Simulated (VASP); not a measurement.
# Al2Ru (I4/mmm) in VASP: a series of runs

Runs on Al2Ru. Level: r2SCAN. Tasks: single point.

Program: VASP 6.6.1. These are calculated values, not measurements. Logs are shortened: lines on timing, memory, paths and dates and some standing lists are left out, and cuts for length are marked.

**1. The cell of the first run**

Symmetry: I4/mmm, No. 139, tetragonal system. The conventional cell has a = 3.028 Å, b = 3.028 Å, c = 8.597 Å, α = 90.00°, β = 90.00°, γ = 90.00°. Al (site symmetry 4mm) has 5 Ru at 2.53 to 2.94 Å and 9 Al at 2.67 to 3.03 Å within 3.3 Å. Ru (site symmetry 4/mmm) has 10 Al at 2.53 to 2.94 Å and 4 Ru at 3.03 Å within 3.3 Å.

**2. Single point, r2SCAN (biaxial strain in the a-b plane: -3.0 %)**

POSCAR

```
Al2Ru
1.0
    3.0281658944      0.0000000000      0.0000000000
    0.0000000000      3.0281658944      0.0000000000
    0.0000000000      0.0000000000      8.5969931078
Al Ru
4 2
Direct
    0.5000000000      0.5000000000      0.1576521512
    0.0000000000      0.0000000000      0.3423478488
    0.0000000000      0.0000000000      0.6576521512
    0.5000000000      0.5000000000      0.8423478488
    0.0000000000      0.0000000000      0.0000000000
    0.5000000000      0.5000000000      0.5000000000
```

INCAR.step1

```
PREC     = Accurate       # precision mode
ENCUT    = 520            # plane-wave cutoff, eV
ISMEAR   = 0              # smearing method
SIGMA    = 0.1            # smearing width, eV
LREAL    = False          # projectors in reciprocal space
LASPH    = True           # aspherical terms in the spheres
NELM     = 60             # most SCF steps
NBANDS   = 29             # bands
GGA      = PE             # functional
ALGO     = Normal         # electronic algorithm
EDIFF    = 1E-4           # SCF threshold, eV
LWAVE    = True           # write WAVECAR
LCHARG   = False          # write CHGCAR
```

INCAR.step2

```
PREC     = Accurate       # precision mode
ENCUT    = 520            # plane-wave cutoff, eV
EDIFF    = 1E-6           # SCF threshold, eV
ISMEAR   = 0              # smearing method
SIGMA    = 0.1            # smearing width, eV
LREAL    = False          # projectors in reciprocal space
LASPH    = True           # aspherical terms in the spheres
NELM     = 60             # most SCF steps
ALGO     = Normal         # electronic algorithm
ISIF     = 2              # what is computed and relaxed
LWAVE    = False          # write WAVECAR
LCHARG   = False          # write CHGCAR
METAGGA  = R2SCAN         # meta-GGA
LMIXTAU  = True         
NBANDS   = 29             # bands
ISTART   = 1
```

KPOINTS

```
Automatic mesh
0
Gamma
  12 12 4
```

Potentials or basis: VASP PAW PBE potentials, release 64 (Al, Ru_pv).

The run is started by

```bash
$ cat potpaw_PBE.64/Al/POTCAR potpaw_PBE.64/Ru_pv/POTCAR > POTCAR
$ cp INCAR.step1 INCAR
$ mpirun -np 1 vasp_std > vasp.out
$ cp INCAR.step2 INCAR
$ mpirun -np 1 vasp_std > vasp.out
```

OUTCAR:

```text
PREC = Accurate
   ENCUT = 520
   EDIFF = 1E-6
   ISMEAR = 0
   LREAL = False
   LASPH = True
   NELM = 60
   ISIF = 2
   METAGGA = R2SCAN
   ISTART = 1

 ion  position               nearest neighbor table
   1  0.500  0.500  0.158-   5 2.53   5 2.53   5 2.53   5 2.53   2 2.67   2 2.67   2 2.67   2 2.67
                             4 2.71   6 2.94
   2  0.000  0.000  0.342-   6 2.53   6 2.53   6 2.53   6 2.53   1 2.67   1 2.67   1 2.67   1 2.67
                             3 2.71   5 2.94
   3  0.000  0.000  0.658-   6 2.53   6 2.53   6 2.53   6 2.53   4 2.67   4 2.67   4 2.67   4 2.67
                             2 2.71   5 2.94
   4  0.500  0.500  0.842-   5 2.53   5 2.53   5 2.53   5 2.53   3 2.67   3 2.67   3 2.67   3 2.67
                             1 2.71   6 2.94
   5  0.000  0.000  0.000-   1 2.53   4 2.53   1 2.53   4 2.53   1 2.53   4 2.53   1 2.53   4 2.53
                             3 2.94   2 2.94
   6  0.500  0.500  0.500-   2 2.53   3 2.53   2 2.53   3 2.53   2 2.53   3 2.53   2 2.53   3 2.53
                             1 2.94   4 2.94

  LATTYP: Found a simple tetragonal cell.
 ALAT       =     3.0281658944
 C/A-ratio  =     2.8390099511

  Lattice vectors:

 A1 = (   3.0281658944,   0.0000000000,   0.0000000000)
 A2 = (   0.0000000000,   3.0281658944,   0.0000000000)
 A3 = (   0.0000000000,   0.0000000000,   8.5969931078)

Analysis of symmetry for initial positions (statically):
=====================================================================
 Subroutine PRICEL returns following result:

  LATTYP: Found a body centered tetragonal cell.
 ALAT       =     3.0281658944
 C/A-ratio  =     2.8390099511

  Lattice vectors:

 A1 = (  -1.5140829472,   1.5140829472,   4.2984965539)
 A2 = (   1.5140829472,  -1.5140829472,   4.2984965539)
 A3 = (   1.5140829472,   1.5140829472,  -4.2984965539)

   2 primitive cells build up your supercell.

 Routine SETGRP: Setting up the symmetry group for a
 simple tetragonal supercell.

 Subroutine GETGRP returns: Found 16 space group operations
 (whereof 16 operations were pure point group operations)
 out of a pool of 16 trial point group operations.

The static configuration has the point symmetry D_4h.

Analysis of symmetry for dynamics (positions and initial velocities):
=====================================================================
 Subroutine PRICEL returns following result:

  LATTYP: Found a body centered tetragonal cell.
 ALAT       =     3.0281658944
 C/A-ratio  =     2.8390099511

  Lattice vectors:

 A1 = (  -1.5140829472,   1.5140829472,   4.2984965539)
 A2 = (   1.5140829472,  -1.5140829472,   4.2984965539)
 A3 = (   1.5140829472,   1.5140829472,  -4.2984965539)

   2 primitive cells build up your supercell.

 Routine SETGRP: Setting up the symmetry group for a
 simple tetragonal supercell.

 Subroutine GETGRP returns: Found 16 space group operations
 (whereof 16 operations were pure point group operations)
 out of a pool of 16 trial point group operations.

The dynamic configuration has the point symmetry D_4h.

 Subroutine INISYM returns: Found 16 space group operations
 (whereof 16 operations are pure point group operations),
 and found     2 'primitive' translations

----------------------------------------------------------------------------------------

                                     Primitive cell

  volume of cell :      39.4163

  direct lattice vectors                    reciprocal lattice vectors
    -1.514082947  1.514082947  4.298496554     0.000000000  0.330232898  0.116319740
     1.514082947 -1.514082947  4.298496554     0.330232898  0.000000000  0.116319740
     1.514082947  1.514082947 -4.298496554     0.330232898  0.330232898 -0.000000000

  length of vectors
     4.802287680  4.802287680  4.802287680     0.350120049  0.350120049  0.467019844

  position of ions in fractional coordinates (direct lattice)
     0.657652151  0.657652151  0.000000000
     0.342347849  0.342347849  0.000000000
     0.000000000  0.000000000  0.000000000

  ion indices of the primitive-cell ions
[... 47 lines left out ...]
   LHFCALC =     F    Hartree Fock is set to
   AEXX    =    0.0000 exact exchange contribution
   IVDW    =     0    specifies the selected vdW correction
   LEPSILON=     F    determine dielectric tensor
   LRPA    =     F    only Hartree local field effects (RPA)
 non-spin polarized calculation
 Gauss-broadening in eV      SIGMA  =   0.10
  energy-cutoff  :      520.00
  volume of cell :       78.83
 maximum number of plane-waves:      2146
 NGX is ok and might be reduce to    24

 number of electron      40.0000002 magnetization

 Free energy of the ion-electron system (eV)
  ---------------------------------------------------
  ext. energy  EPLUGINS =         0.00000000
  ---------------------------------------------------
  free energy    TOTEN  =       -82.17225620 eV

  energy without entropy =      -82.17125768  energy(sigma->0) =      -82.17175694

 E-fermi :  11.2890     XC(G=0): -13.0723

 val. band max:       11.2681724965   @ k =   0.2500   0.2500   0.0000
 cond. band min:      11.3294844238   @ k =   0.3333   0.3333   0.0000
 fundamental gap:      0.0613119273
 Fermi energy:        11.2889893305

 k-point     1 :       0.0000    0.0000    0.0000
  band No.  band energies     occupation
      1     -32.8223      2.00000
      2     -32.8195      2.00000
      3     -32.8148      2.00000
      4     -32.8148      2.00000
      5     -32.8147      2.00000
      6     -32.8147      2.00000
[... 21 lines left out ...]
     28      18.2001      0.00000
     29      18.2536      0.00000

 k-point     2 :       0.0833    0.0000    0.0000
  band No.  band energies     occupation
      1     -32.8288      2.00000
      2     -32.8287      2.00000
      3     -32.8207      2.00000
      4     -32.8181      2.00000
      5     -32.8136      2.00000
      6     -32.8135      2.00000
[... 21 lines left out ...]
     28      18.2628      0.00000
     29      18.3804      0.00000

 k-point     3 :       0.1667    0.0000    0.0000
  band No.  band energies     occupation
      1     -32.8666      2.00000
      2     -32.8666      2.00000
      3     -32.8164      2.00000
      4     -32.8140      2.00000
      5     -32.8102      2.00000
      6     -32.8101      2.00000
[... 638 lines left out ...]
      5     -32.7882      2.00000
      6     -32.7875      2.00000
[... 21 lines left out ...]
     28      16.3581      0.00000
     29      17.6596      0.00000

 k-point    24 :       0.4167    0.3333    0.0000
  band No.  band energies     occupation
      1     -32.9871      2.00000
      2     -32.9871      2.00000
      3     -32.9465      2.00000
      4     -32.9465      2.00000
      5     -32.7841      2.00000
      6     -32.7838      2.00000
[... 21 lines left out ...]
     28      16.6861      0.00000
     29      16.7874      0.00000

 [... further k-points ...]
[... 5 lines left out ...]
  --------------------------------------------------------------------------------------
  -------------------------------------------------------------------------------------
  Total        6.2184077      6.2184077      1.1538748      0.0000000      0.0000000      0.0000000
  in kB      126.3816060    126.3816060     23.4511073      0.0000000      0.0000000      0.0000000
  external PRESSURE =      92.0714398 kB  Pullay stress =       0.0000000 kB

 VOLUME and BASIS-vectors are now :
 -----------------------------------------------------------------------------
  energy-cutoff  :      520.00
  volume of cell :       78.83
      direct lattice vectors                 reciprocal lattice vectors
     3.028165894  0.000000000  0.000000000     0.330232898  0.000000000  0.000000000
     0.000000000  3.028165894  0.000000000     0.000000000  0.330232898  0.000000000
     0.000000000  0.000000000  8.596993108     0.000000000  0.000000000  0.116319740

 POSITION                                       TOTAL-FORCE (eV/Angst)
 -----------------------------------------------------------------------------------
      1.51408      1.51408      1.35533        -0.000000      0.000000      0.006246
      0.00000      0.00000      2.94316         0.000000     -0.000000     -0.006246
      0.00000      0.00000      5.65383         0.000000      0.000000      0.006246
      1.51408      1.51408      7.24166         0.000000      0.000000     -0.006246
      0.00000      0.00000      0.00000         0.000000      0.000000     -0.000000
      1.51408      1.51408      4.29850        -0.000000     -0.000000     -0.000000
 -----------------------------------------------------------------------------------
    total drift:                                0.000000      0.000000      0.000000

  FREE ENERGIE OF THE ION-ELECTRON SYSTEM (eV)
  ---------------------------------------------------
  free  energy   TOTEN  =       -82.1722562006 eV

  energy  without entropy=      -82.1712576825  energy(sigma->0) =      -82.17175694
```

It took 6.8 min on 1 thread of Intel Xeon Platinum 8375C at 2.90GHz (Ice Lake), shared host; peak memory 0.3 GiB.

What came out:

```
Free energy            : -82.1723 eV
Pressure               : 9.2 GPa
Largest force          : 0.006 eV/Å
Band gap on the k mesh : 0.06 eV
```

Forces in eV/Å, atoms in the order of the input:
```
Al   0.000  0.000  0.006
Al   0.000  0.000 -0.006
Al   0.000  0.000  0.006
Al   0.000  0.000 -0.006
Ru   0.000  0.000  0.000
Ru   0.000  0.000  0.000
```

Stress tensor (GPa, compression positive):
```
12.64  0.00  0.00
 0.00 12.64  0.00
 0.00  0.00  2.35
```

Caveat: the cell differs from its parent crystal (biaxial strain in the a-b plane: -3.0 %); the PAW data sets were made with another functional, which shifts forces and pressure a little. A k mesh can miss the band edges.

**3. Single point, r2SCAN (biaxial strain in the a-b plane: -3.0 %, then relaxed in part)**

POSCAR

```
Al2Ru
1.0
    3.0281658944      0.0000000000      0.0000000000
    0.0000000000      3.0281658944      0.0000000000
    0.0000000000      0.0000000000      8.6743695236
Al Ru
4 2
Direct
    0.5000000000      0.5000000000      0.1569793980
    0.0000000000      0.0000000000      0.3430206020
    0.0000000000      0.0000000000      0.6569793980
    0.5000000000      0.5000000000      0.8430206020
    0.0000000000      0.0000000000      0.0000000000
    0.5000000000      0.5000000000      0.5000000000
```

INCAR.step1

```
SYSTEM = Al2Ru
ALGO = Normal
EDIFF = 1E-4
ENCUT = 520
GGA = PE
ISMEAR = 0
LASPH = .TRUE.
LCHARG = .FALSE.
LREAL = .FALSE.
LWAVE = .TRUE.
NBANDS = 29
NELM = 60
PREC = Accurate
SIGMA = 0.1
```

INCAR.step2

```
SYSTEM = Al2Ru
ALGO = Normal
EDIFF = 1E-7
ENCUT = 520
ISIF = 2
ISMEAR = 0
ISTART = 1
LASPH = .TRUE.
LCHARG = .FALSE.
LMIXTAU = .TRUE.
LREAL = .FALSE.
LWAVE = .FALSE.
METAGGA = R2SCAN
NBANDS = 29
NELM = 60
PREC = Accurate
SIGMA = 0.1
```

KPOINTS

```
k-points
0
G
  12 12 4
  0 0 0
```

Potentials or basis: VASP PAW PBE potentials, release 64 (Al, Ru_pv).

The run is started by

```bash
$ cat potpaw_PBE.64/Al/POTCAR potpaw_PBE.64/Ru_pv/POTCAR > POTCAR
$ cp INCAR.step1 INCAR
$ mpirun -np 1 vasp_std > vasp.out
$ cp INCAR.step2 INCAR
$ mpirun -np 1 vasp_std > vasp.out
```

Run time: 8.9 min. Hardware: 1 thread of Intel Xeon Platinum 8375C at 2.90GHz (Ice Lake), shared host; peak memory 0.31 GiB.

The run converged. Its results:

- Free energy: -82.1769 eV
- Pressure: 7.5 GPa
- Largest force: 0.015 eV/Å
- Band gap on the k mesh: 0.07 eV

Forces on the atoms (eV/Å):
```
Al   0.000  0.000  0.015
Al   0.000  0.000 -0.015
Al   0.000  0.000  0.015
Al   0.000  0.000 -0.015
Ru   0.000  0.000  0.000
Ru   0.000  0.000  0.000
```

Stress tensor (GPa, compression positive):
```
11.31  0.00  0.00
 0.00 11.31  0.00
 0.00  0.00 -0.16
```

Levels at points of the mesh, in eV from the valence-band top:
| k point | band 17 | band 18 | band 19 | band 20 | band 21 | band 22 | band 23 | band 24 |
| --- | --- | --- | --- | --- | --- | --- | --- | --- |
| (0.00, 0.00, 0.00) | -1.82 | -1.82 | -1.01 | -1.00 | 1.99 | 3.97 | 3.97 | 4.83 |
| (0.50, 0.00, 0.00) | -2.84 | -2.84 | -1.62 | -1.62 | 0.69 | 0.69 | 2.85 | 2.85 |
| (0.50, 0.50, 0.00) | -1.14 | -1.14 | -0.46 | -0.46 | 0.65 | 0.65 | 1.64 | 1.64 |
| (0.00, 0.00, 0.50) | -2.00 | -2.00 | -1.00 | -1.00 | 3.62 | 3.62 | 4.85 | 4.85 |
| (0.50, 0.00, 0.50) | -2.84 | -2.84 | -1.61 | -1.61 | 0.78 | 0.78 | 3.03 | 3.03 |
| (0.50, 0.50, 0.50) | -2.04 | -2.04 | -0.54 | -0.54 | 0.65 | 0.65 | 1.59 | 1.59 |

Caveat: the cell differs from its parent crystal (biaxial strain in the a-b plane: -3.0 %, then relaxed in part); the PAW data sets were made with another functional, which shifts forces and pressure a little. A k mesh can miss the band edges.

**4. Single point, r2SCAN**

This run uses another cell than the first one, of 13.26 Å³/atom, 1.009 times its volume.

POSCAR is that of step 3.

INCAR.step1

```
PREC = Accurate
ENCUT = 520
ISMEAR = 0
SIGMA = 0.1
LREAL = F
LASPH = T
NELM = 80
NBANDS = 29
GGA = PE
ALGO = Normal
EDIFF = 1E-4
LWAVE = T
LCHARG = F
```

INCAR.step2

```
PREC = Accurate
ENCUT = 520
EDIFF = 1E-7
ISMEAR = 0
SIGMA = 0.1
LREAL = F
LASPH = T
NELM = 80
ALGO = Normal
ISIF = 2
LWAVE = F
LCHARG = F
METAGGA = R2SCAN
LMIXTAU = T
NBANDS = 29
ISTART = 1
```

KPOINTS

```
regular mesh
0
Gamma
  12 12 4
```

The run is started by

```bash
$ cat potpaw_PBE.64/Al/POTCAR potpaw_PBE.64/Ru_pv/POTCAR > POTCAR
$ cp INCAR.step1 INCAR
$ mpirun -np 1 vasp_std > vasp.out
$ cp INCAR.step2 INCAR
$ mpirun -np 1 vasp_std > vasp.out
```

Run time: 7.6 min. Hardware: 1 thread of Intel Xeon Platinum 8375C at 2.90GHz (Ice Lake), shared host; peak memory 0.31 GiB.

Results (log left out):

```
Free energy            : -82.1769 eV
Pressure               : 7.5 GPa
Largest force          : 0.015 eV/Å
Band gap on the k mesh : 0.07 eV
```

Forces on the atoms (eV/Å):
```
Al   0.000  0.000  0.015
Al   0.000  0.000 -0.015
Al   0.000  0.000  0.015
Al   0.000  0.000 -0.015
Ru   0.000  0.000  0.000
Ru   0.000  0.000  0.000
```

Stress tensor (GPa, compression positive):
```
11.31  0.00  0.00
 0.00 11.31  0.00
 0.00  0.00 -0.16
```

Levels at points of the mesh, in eV from the valence-band top:
| k point | band 18 | band 19 | band 20 | band 21 | band 22 | band 23 |
| --- | --- | --- | --- | --- | --- | --- |
| (0.00, 0.00, 0.00) | -1.82 | -1.01 | -1.00 | 1.99 | 3.97 | 3.97 |
| (0.50, 0.00, 0.00) | -2.84 | -1.62 | -1.62 | 0.69 | 0.69 | 2.85 |
| (0.50, 0.50, 0.00) | -1.14 | -0.46 | -0.46 | 0.65 | 0.65 | 1.64 |
| (0.00, 0.00, 0.50) | -2.00 | -1.00 | -1.00 | 3.62 | 3.62 | 4.85 |
| (0.50, 0.00, 0.50) | -2.84 | -1.61 | -1.61 | 0.78 | 0.78 | 3.03 |
| (0.50, 0.50, 0.50) | -2.04 | -0.54 | -0.54 | 0.65 | 0.65 | 1.59 |

Caveat: the PAW data sets were made with another functional, which shifts forces and pressure a little. A k mesh can miss the band edges.

**5. Single point, r2SCAN**

This run uses another cell than the first one: it holds 3 atoms, not 6.

POSCAR

```
Al2Ru
1.0
   -1.5609102542      1.5609102542      4.2224917102
    1.5609102542     -1.5609102542      4.2224917102
    1.5609102542      1.5609102542     -4.2224917102
Al Ru
2 1
Direct
    0.6590940354      0.6590940354      0.0000000000
    0.3409059646      0.3409059646      0.0000000000
    0.0000000000      0.0000000000      0.0000000000
```

INCAR.step1

```
PREC = Accurate
ENCUT = 520
ISMEAR = 0
SIGMA = 0.1
LREAL = False
LASPH = True
NELM = 80
NBANDS = 17
GGA = PE
ALGO = Normal
EDIFF = 1E-4
LWAVE = True
LCHARG = False
```

INCAR.step2

```
PREC = Accurate
ENCUT = 520
EDIFF = 1E-7
ISMEAR = 0
SIGMA = 0.1
LREAL = False
LASPH = True
NELM = 80
ALGO = Normal
ISIF = 2
LWAVE = False
LCHARG = False
METAGGA = R2SCAN
LMIXTAU = True
NBANDS = 17
ISTART = 1
```

KPOINTS

```
regular mesh
0
Gamma
  18 18 18
```

The run is started by

```bash
$ cat potpaw_PBE.64/Al/POTCAR potpaw_PBE.64/Ru_pv/POTCAR > POTCAR
$ cp INCAR.step1 INCAR
$ mpirun -np 1 vasp_std > vasp.out
$ cp INCAR.step2 INCAR
$ mpirun -np 1 vasp_std > vasp.out
```

Run time: 45 min. Hardware: 1 thread of Intel Xeon 8259CL, shared host; peak memory 0.47 GiB.

Results (log left out):

| Property | Result |
| --- | --- |
| Free energy | -41.1745 eV |
| Pressure | -0.1 GPa |
| Largest force | 0.013 eV/Å |
| Band gap on the k mesh | zero (band 10 reaches 10.69 eV, above the bottom of band 11 at 10.64 eV) |

Forces in eV/Å, atoms in the order of the input:
```
Al   0.000  0.000  0.013
Al   0.000  0.000 -0.013
Ru   0.000  0.000  0.000
```

Stress tensor (GPa, compression positive):
```
-0.07  0.00  0.00
 0.00 -0.07  0.00
 0.00  0.00 -0.16
```

Levels at points of the mesh, in eV from the Fermi level:
```
           k point  band 7  band 8  band 9  band 10  band 11  band 12  band 13  band 14
(0.00, 0.00, 0.00)   -2.21   -2.21   -2.11    -1.18     2.51     4.72     6.42     6.42
(0.50, 0.00, 0.00)   -3.11   -3.03   -2.84    -1.63     0.66     3.21     5.29     7.41
(0.50, 0.50, 0.00)   -3.73   -3.29   -1.26    -0.48     0.38     1.97     1.99     4.92
(0.50, 0.50, 0.50)   -2.78   -1.76   -1.76    -1.15     3.33     3.33     6.47     6.85
```

Caveat: the PAW data sets were made with another functional, which shifts forces and pressure a little.

**6. The runs side by side**

```tsv
cell	k mesh	gap on the mesh (eV)	pressure (GPa)	largest force (eV/Å)
a = 3.028, b = 3.028, c = 8.597 Å, 6 atoms	12 × 12 × 4	0.06	9.2	0.01
a = 3.028, b = 3.028, c = 8.674 Å, 6 atoms	12 × 12 × 4	0.07	7.5	0.01
a = 4.765 Å, angles 141.8, 141.8, 55.2°, 3 atoms	18 × 18 × 18	none	-0.1	0.01
```

Alike in all rows: task single point; level r2SCAN; potentials or basis VASP PAW PBE potentials, release 64 (Al, Ru_pv); no spin polarisation; cutoff (eV) 520; smearing gaussian 0.1 eV.

Caveats: the PAW data sets were made with another functional, which shifts forces and pressure a little.

Absolute energies hang on the potentials; compare differences alone.
